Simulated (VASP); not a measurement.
# Ir (Pm-3m) in VASP: further runs, part 2 of 2

VASP 6.6.1. The steps go on from the part before.

**3. Density of states, LDA (volume scaled by 0.92)**

Input file POSCAR:

```
Ir
1.0
    2.4575458103      0.0000000000      0.0000000000
    0.0000000000      2.4575458103      0.0000000000
    0.0000000000      0.0000000000      2.4575458103
Ir
1
Direct
    0.0000000000      0.0000000000      0.0000000000
```

Input file INCAR.step1:

```
SYSTEM = Ir
PREC = Accurate
ENCUT = 520
EDIFF = 1E-7
ISMEAR = -1
SIGMA = 0.1
LREAL = .FALSE.
LASPH = .TRUE.
NELM = 80
ALGO = Normal
ISIF = 2
LWAVE = .FALSE.
LCHARG = .TRUE.
LMAXMIX = 4
NBANDS = 10
```

Input file KPOINTS.step1:

```
regular mesh
0
G
  15 15 15
  0 0 0
```

Input file INCAR.step2:

```
SYSTEM = Ir
PREC = Accurate
ENCUT = 520
EDIFF = 1E-7
ISMEAR = -5
SIGMA = 0.1
LREAL = .FALSE.
LASPH = .TRUE.
NELM = 80
ALGO = Normal
ISIF = 2
LWAVE = .FALSE.
LCHARG = .FALSE.
LMAXMIX = 4
LORBIT = 11
NEDOS = 2001
ICHARG = 11
```

Input file KPOINTS.step2:

```
regular mesh
0
G
  23 23 23
  0 0 0
```

Potentials or basis: VASP PAW LDA potentials, release 64 (Ir).

Run with:

```
> cat potpaw_LDA.64/Ir/POTCAR > POTCAR
> cp INCAR.step1 INCAR
> cp KPOINTS.step1 KPOINTS
> mpirun -np 1 vasp_std > vasp.out
> cp INCAR.step2 INCAR
> cp KPOINTS.step2 KPOINTS
> mpirun -np 1 vasp_std > vasp.out
```

Wall time 67 s (1 thread of AMD EPYC 7R13, shared host); peak memory 0.13 GiB.

The run converged. Its results:

```yaml
Valence_electrons_inside_the_program's_atomic_spheres: Ir 8.69
```

Levels at points of the mesh, in eV from the Fermi level:
```csv
k point,band 1,band 2,band 3,band 4,band 5,band 6,band 7,band 8
"(0.00, 0.00, 0.00)",-10.34,-7.20,-7.20,1.65,1.65,1.65,16.45,16.45
```

Caveat: the cell differs from its parent crystal (volume scaled by 0.92); spin-orbit coupling is left out, which moves the levels of the heavy elements; tetrahedron occupations give inexact forces and stress in metals.

**4. Density of states, LDA**

This run uses another cell than the first one, of 16.13 Å³/atom, 1.190 times its volume.

Input file POSCAR:

```
Ir
1.0
    2.5268085999      0.0000000000      0.0000000000
    0.0000000000      2.5268085999      0.0000000000
    0.0000000000      0.0000000000      2.5268085999
Ir
1
Direct
    0.0000000000      0.0000000000      0.0000000000
```

Input file INCAR.step1:

```
SYSTEM = Ir
PREC     = Accurate       ! precision mode
ENCUT    = 520            ! plane-wave cutoff, eV
EDIFF    = 1E-6           ! SCF threshold, eV
ISMEAR   = -1             ! smearing method
SIGMA    = 0.1            ! smearing width, eV
LREAL    = .False.        ! projectors in reciprocal space
LASPH    = .True.         ! aspherical terms in the spheres
NELM     = 80             ! most SCF steps
ALGO     = Normal         ! electronic algorithm
ISIF     = 2              ! what is computed and relaxed
LWAVE    = .False.        ! write WAVECAR
LCHARG   = .True.         ! write CHGCAR
LMAXMIX  = 4              ! l up to which the mixer works
NBANDS   = 10             ! bands
```

Input file KPOINTS.step1:

```
Automatic mesh
0
Gamma
  15 15 15
  0 0 0
```

Input file INCAR.step2:

```
SYSTEM = Ir
PREC     = Accurate       ! precision mode
ENCUT    = 520            ! plane-wave cutoff, eV
EDIFF    = 1E-6           ! SCF threshold, eV
ISMEAR   = -5             ! smearing method
SIGMA    = 0.1            ! smearing width, eV
LREAL    = .False.        ! projectors in reciprocal space
LASPH    = .True.         ! aspherical terms in the spheres
NELM     = 80             ! most SCF steps
ALGO     = Normal         ! electronic algorithm
ISIF     = 2              ! what is computed and relaxed
LWAVE    = .False.        ! write WAVECAR
LCHARG   = .False.        ! write CHGCAR
LMAXMIX  = 4              ! l up to which the mixer works
LORBIT   = 11             ! projections on sites
NEDOS    = 1001           ! points of the DOS
ICHARG   = 11             ! starting density
```

Input file KPOINTS.step2:

```
Automatic mesh
0
Gamma
  23 23 23
  0 0 0
```

Potentials or basis: VASP PAW LDA potentials, release 64 (Ir).

Run with:

```
> cat potpaw_LDA.64/Ir/POTCAR > POTCAR
> cp INCAR.step1 INCAR
> cp KPOINTS.step1 KPOINTS
> mpirun -np 1 vasp_std > vasp.out
> cp INCAR.step2 INCAR
> cp KPOINTS.step2 KPOINTS
> mpirun -np 1 vasp_std > vasp.out
```

OUTCAR:

```text
SYSTEM = Ir
   PREC = Accurate
   ENCUT = 520
   EDIFF = 1E-6
   ISMEAR = -5
   LREAL = .False.
   LASPH = .True.
   NELM = 80
   ISIF = 2
   LORBIT = 11
   ICHARG = 11

 ion  position               nearest neighbor table
   1  0.000  0.000  0.000-

  LATTYP: Found a simple cubic cell.
 ALAT       =     2.5268085999

  Lattice vectors:

 A1 = (   2.5268085999,   0.0000000000,   0.0000000000)
 A2 = (   0.0000000000,   2.5268085999,   0.0000000000)
 A3 = (   0.0000000000,   0.0000000000,   2.5268085999)

Analysis of symmetry for initial positions (statically):
[... 440 lines left out ...]
      6       9.2659      0.00000
      7      22.6616      0.00000
      8      23.2343      0.00000

 [... further k-points ...]
[... 5 lines left out ...]
  --------------------------------------------------------------------------------------
  -------------------------------------------------------------------------------------
  Total        0.1634064      0.1634064      0.1634064      0.0000000     -0.0000000      0.0000000
  in kB       16.2279121     16.2279121     16.2279121      0.0000000     -0.0000000      0.0000000
  external PRESSURE =      16.2279121 kB  Pullay stress =       0.0000000 kB

 VOLUME and BASIS-vectors are now :
 -----------------------------------------------------------------------------
  energy-cutoff  :      520.00
  volume of cell :       16.13
      direct lattice vectors                 reciprocal lattice vectors
     2.526808600  0.000000000  0.000000000     0.395756133  0.000000000  0.000000000
     0.000000000  2.526808600  0.000000000     0.000000000  0.395756133  0.000000000
     0.000000000  0.000000000  2.526808600     0.000000000  0.000000000  0.395756133

 POSITION                                       TOTAL-FORCE (eV/Angst)
 -----------------------------------------------------------------------------------
      0.00000      0.00000      0.00000         0.000000      0.000000      0.000000
 -----------------------------------------------------------------------------------
    total drift:                               -0.000000     -0.000000     -0.000000

  FREE ENERGIE OF THE ION-ELECTRON SYSTEM (eV)
  ---------------------------------------------------
  free  energy   TOTEN  =        -9.2422859425 eV

  energy  without entropy=       -9.2422859425  energy(sigma->0) =       -9.24228594

 total charge

# of ion       s       p       d       tot
------------------------------------------
    1        0.753   0.564   7.096   8.413
```

OUTCAR.step1:

```text
SYSTEM = Ir
   PREC = Accurate
   ENCUT = 520
   EDIFF = 1E-6
   ISMEAR = -1
   LREAL = .False.
[... 529 lines left out ...]
 -----------------------------------------------------------------------------------
      0.00000      0.00000      0.00000         0.000000      0.000000      0.000000
 -----------------------------------------------------------------------------------
    total drift:                               -0.000000     -0.000000     -0.000000

  FREE ENERGIE OF THE ION-ELECTRON SYSTEM (eV)
  ---------------------------------------------------
  free  energy   TOTEN  =        -9.2629154215 eV

  energy  without entropy=       -9.2160646188  energy(sigma->0) =       -9.23949002
```

Wall time 68 s (1 thread of AMD EPYC 7R13, shared host); peak memory 0.14 GiB.

Results:

* Valence electrons inside the program's atomic spheres: Ir 8.41

Caveat: spin-orbit coupling is left out, which moves the levels of the heavy elements; tetrahedron occupations give inexact forces and stress in metals.

**5. Density of states, LDA**

This run uses another cell than the first one, of 16.13 Å³/atom, 1.190 times its volume.

POSCAR is that of step 4.

Input file INCAR.step1:

```
SYSTEM = Ir
PREC     = Accurate       ! precision mode
ENCUT    = 420            ! plane-wave cutoff, eV
EDIFF    = 1E-6           ! SCF threshold, eV
ISMEAR   = -1             ! smearing method
SIGMA    = 0.1            ! smearing width, eV
LREAL    = .False.        ! projectors in reciprocal space
LASPH    = .True.         ! aspherical terms in the spheres
NELM     = 120            ! most SCF steps
ALGO     = Normal         ! electronic algorithm
ISIF     = 2              ! what is computed and relaxed
LWAVE    = .False.        ! write WAVECAR
LCHARG   = .True.         ! write CHGCAR
LMAXMIX  = 4              ! l up to which the mixer works
NBANDS   = 14             ! bands
GGA_COMPAT= .False.      
NEDOS    = 2001           ! points of the DOS
LORBIT   = 11             ! projections on sites
```

KPOINTS.step1 is that of step 4.

INCAR.step2, as its differences from that of step 4:

```diff
@@ -2,3 +2,3 @@
 PREC     = Accurate       ! precision mode
-ENCUT    = 520            ! plane-wave cutoff, eV
+ENCUT    = 420            ! plane-wave cutoff, eV
 EDIFF    = 1E-6           ! SCF threshold, eV
@@ -8,3 +8,3 @@
 LASPH    = .True.         ! aspherical terms in the spheres
-NELM     = 80             ! most SCF steps
+NELM     = 120            ! most SCF steps
 ALGO     = Normal         ! electronic algorithm
@@ -17 +17,2 @@
 ICHARG   = 11             ! starting density
+GGA_COMPAT= .False.
```

KPOINTS.step2 is that of step 4.

Potentials or basis: VASP PAW LDA potentials, release 64 (Ir_sv_GW).

Run with:

```
> cat potpaw_LDA.64/Ir_sv_GW/POTCAR > POTCAR
> cp INCAR.step1 INCAR
> cp KPOINTS.step1 KPOINTS
> mpirun -np 1 vasp_std > vasp.out
> cp INCAR.step2 INCAR
> cp KPOINTS.step2 KPOINTS
> mpirun -np 1 vasp_std > vasp.out
```

It took 35 s on 1 thread of Intel Xeon 6975P-C (Granite Rapids), shared host; peak memory 0.17 GiB.

The run converged. Its results:

```yaml
Valence_electrons_inside_the_program's_atomic_spheres: Ir 16.85
```

Levels at points of the mesh, in eV from the Fermi level:
| k point | band 7 | band 8 | band 9 | band 10 | band 11 | band 12 |
| --- | --- | --- | --- | --- | --- | --- |
| (0.00, 0.00, 0.00) | -6.39 | 1.42 | 1.42 | 1.42 | 15.61 | 15.61 |

Caveat: spin-orbit coupling is left out, which moves the levels of the heavy elements; tetrahedron occupations give inexact forces and stress in metals.
